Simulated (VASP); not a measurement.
Wanted: the native input for a VASP 6.6.1 run.

```
Task                   : single point
Functional             : PBE
Potentials or basis    : VASP PAW PBE potentials, release 64 (Al, Cu)
Cutoff                 : 520 eV
k mesh                 : 8 × 8 × 10
Occupations            : gaussian, width 0.1 eV
Spin                   : no spin polarisation
Dipole correction      : no
Further INCAR settings : ALGO = Fast; EDIFF = 1e-06; NBANDS = 16
```

The structure of Al2Cu lies in POSCAR:

```
Al2Cu
1.0
    4.1051820000      0.0000000000      0.0000000000
    0.0000000000      4.1051820000      0.0000000000
    0.0000000000      0.0000000000      2.8913130000
Al Cu
2 1
Direct
    0.5000000000      0.0000000000      0.5000000000
    0.0000000000      0.5000000000      0.5000000000
    0.0000000000      0.0000000000      0.0000000000
```

The input as run:

INCAR

```
PREC     = Accurate       # precision mode
ENCUT    = 520            # plane-wave cutoff, eV
EDIFF    = 1E-6           # SCF threshold, eV
ISMEAR   = 0              # smearing method
SIGMA    = 0.1            # smearing width, eV
LREAL    = F              # projectors in reciprocal space
LASPH    = T              # aspherical terms in the spheres
NELM     = 80             # most SCF steps
ALGO     = Fast           # electronic algorithm
ISIF     = 2              # what is computed and relaxed
LWAVE    = F              # write WAVECAR
LCHARG   = T              # write CHGCAR
GGA      = PE             # functional
LELF     = T              # ELF
LVHAR    = T            
NBANDS   = 16             # bands
```

KPOINTS

```
regular mesh
0
Gamma
  8 8 10
```

Potentials or basis: VASP PAW PBE potentials, release 64 (Al, Cu).

Run with:

```bash
$ cat potpaw_PBE.64/Al/POTCAR potpaw_PBE.64/Cu/POTCAR > POTCAR
$ mpirun -np 1 vasp_std > vasp.out
```

It gave:

```
Pressure : 0.6 GPa
```

It took 59 s on 1 thread of Intel(R) Xeon(R) Platinum 8259CL CPU @ 2.50GHz (Skylake/Cascade Lake) (shared host), peak memory 0.2 GiB.
